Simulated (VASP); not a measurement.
Set up this calculation in VASP 6.6.1, as the native input.

* Task: single point
* Functional: PBE
* Potentials or basis: VASP PAW PBE potentials, release 64 (Mn_pv, F)
* Cutoff: 520 eV
* k mesh: 6 × 6 × 8
* Occupations: gaussian, width 0.02 eV
* Spin: collinear spin, ferromagnetic start
* Starting moments: [4.65, 4.65, 0.0, 0.0, 0.0, 0.0] μB
* Dipole correction: no
* Further INCAR settings: ALGO = Normal; EDIFF = 1e-06; NBANDS = 40

The structure of MnF2 lies in POSCAR:

```
MnF2
1.0
    4.8878701186      0.0000000000      0.0000000000
    0.0000000000      4.8878701186      0.0000000000
    0.0000000000      0.0000000000      3.3218084226
Mn F
2 4
Direct
    0.0000000000      0.0000000000      0.0000000000
    0.5000000000      0.5000000000      0.5000000000
    0.3044661754      0.3044661754      0.0000000000
    0.1955338246      0.8044661754      0.5000000000
    0.6955338246      0.6955338246      0.0000000000
    0.8044661754      0.1955338246      0.5000000000
```

These files were run (other wordings do the same):

INCAR

```
ALGO = Normal
EDIFF = 1E-6
ENCUT = 520
GGA = PE
ISIF = 2
ISMEAR = 0
ISPIN = 2
LASPH = True
LCHARG = False
LMAXMIX = 4
LORBIT = 11
LREAL = False
LWAVE = False
MAGMOM = 4.65 4.65 0 0 0 0
NBANDS = 40
NELM = 150
PREC = Accurate
SIGMA = 0.02
```

KPOINTS

```
k-points
0
Gamma
  6 6 8
```

Potentials or basis: VASP PAW PBE potentials, release 64 (Mn_pv, F).

Command:

```console
$ cat potpaw_PBE.64/Mn_pv/POTCAR potpaw_PBE.64/F/POTCAR > POTCAR
$ mpirun -np 1 vasp_std > vasp.out
```

It gave:

```json
{"Pressure": "2.7 GPa", "Largest force": "0.007 eV/Å", "Band gap on the k mesh": "1.12 eV", "Net moment": "10.00 μB per cell", "Site moments": "Mn +4.59; F +0.09 μB", "Valence electrons inside the program's atomic spheres": "Mn 11.25; F 6.10"}
```

Caveat: only a ferromagnetic start was run, and an antiferromagnetic order may lie lower in energy.

Run time: 2.2 min on 1 thread of Intel(R) Xeon(R) Platinum 8488C (Sapphire Rapids), with other jobs on the host, peak memory 0.36 GiB.
